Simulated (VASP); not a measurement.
Runs of VASP 6.6.1 on LiCl. The structure is that of space group Fm-3m (No. 225), or close to it. The cells are those of the table. 

| cell | gap on the mesh (eV) |
| --- | --- |
| a = 3.573 Å, angles 60.0°, 2 atoms | 7.59 |
| a = 3.682 Å, angles 60.0°, 2 atoms | 7.03 |
| a = 3.518 Å, angles 60.0°, 2 atoms | 7.64 |
| a = 3.573, b = 3.573, c = 3.518 Å, angles 60.5, 60.5, 59.0°, 2 atoms | 7.55 |
| a = 3.546, b = 3.546, c = 3.518 Å, angles 60.3, 60.3, 59.5°, 2 atoms | 7.59 |
| a = 3.736 Å, angles 60.0°, 2 atoms | (a) |
| a = 3.600, b = 3.600, c = 3.573 Å, angles 60.3, 60.3, 59.5°, 2 atoms | 7.47 |
| a = 3.573, b = 3.573, c = 3.627 Å, angles 59.5, 59.5, 61.0°, 2 atoms | 7.47 |
| a = 3.629, b = 3.629, c = 3.518 Å, angles 61.0, 61.0, 58.0°, 2 atoms | 7.41 |
| a = 3.546, b = 3.546, c = 3.573 Å, angles 59.7, 59.7, 60.5°, 2 atoms | 7.59 |
| a = 3.601, b = 3.601, c = 3.518 Å, angles 60.8, 60.8, 58.5°, 2 atoms | 7.51 |
| a = 3.600, b = 3.600, c = 3.627 Å, angles 59.8, 59.8, 60.5°, 2 atoms | (b) |

Alike in all rows: task single point; level r2SCAN; potentials or basis VASP PAW PBE potentials, release 64 (Li_sv, Cl); no spin polarisation; k mesh 8 × 8 × 8; cutoff (eV) 520; smearing gaussian 0.05 eV.

Task: Fill in the values left out.

Result: (a) 6.79; (b) 7.38.

A k mesh can miss the band edges.
